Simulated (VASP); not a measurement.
Input of a VASP 6.6.1 run:

POSCAR

```
AlFe
1.0
    2.9077674890      0.0000000000      0.0000000000
    0.0000000000      2.9077674890      0.0000000000
    0.0000000000      0.0000000000      2.9077674890
Fe Al
1 1
Direct
    0.0000000000      0.0000000000      0.0000000000
    0.5000000000      0.5000000000      0.5000000000
```

Contents of INCAR.step1:

```
SYSTEM = AlFe
ALGO = Normal ; EDIFF = 1E-5
ENCUT = 520 ; GGA = PE
ISIF = 2 ; ISMEAR = -1
LASPH = .True. ; LCHARG = .False.
LREAL = .False. ; LWAVE = .True.
NBANDS = 12 ; NELM = 60
PREC = Accurate ; SIGMA = 0.1
```

Contents of INCAR.step2:

```
SYSTEM = AlFe
ALGO = Normal ; EDIFF = 1E-6
ENCUT = 520 ; GGA = PE
HFSCREEN = 0.2079 ; ISIF = 2
ISMEAR = -1 ; ISTART = 1
LASPH = .True. ; LCHARG = .False.
LHFCALC = .True. ; LREAL = .False.
LWAVE = .False. ; NBANDS = 12
NELM = 60 ; PREC = Accurate
PRECFOCK = Normal ; SIGMA = 0.1
```

File KPOINTS:

```
k-points
0
Gamma
  4 4 4
  0 0 0
```

Potentials or basis: VASP PAW PBE potentials, release 64 (Fe, Al).

Launch:

```bash
$ cat potpaw_PBE.64/Fe/POTCAR potpaw_PBE.64/Al/POTCAR > POTCAR
$ cp INCAR.step1 INCAR
$ mpirun -np 1 vasp_std > vasp.out
$ cp INCAR.step2 INCAR
$ mpirun -np 1 vasp_std > vasp.out
```

Q: What does it give for the pressure?

A: -16.0 GPa.

Q: What does it give for the band gap on the k mesh?

A: Zero (an odd number of electrons rules out a gap without spin polarisation).

Caveat: the k points lie up to 0.54 Å⁻¹ apart, too coarse for converged energies and pressures of a metal; the PAW data sets were made with another functional, which shifts forces and pressure a little; the run has no spin polarisation, though such a crystal can be magnetic. Spin polarisation is off, so any magnetic state and its effect on volume and gap are missing.
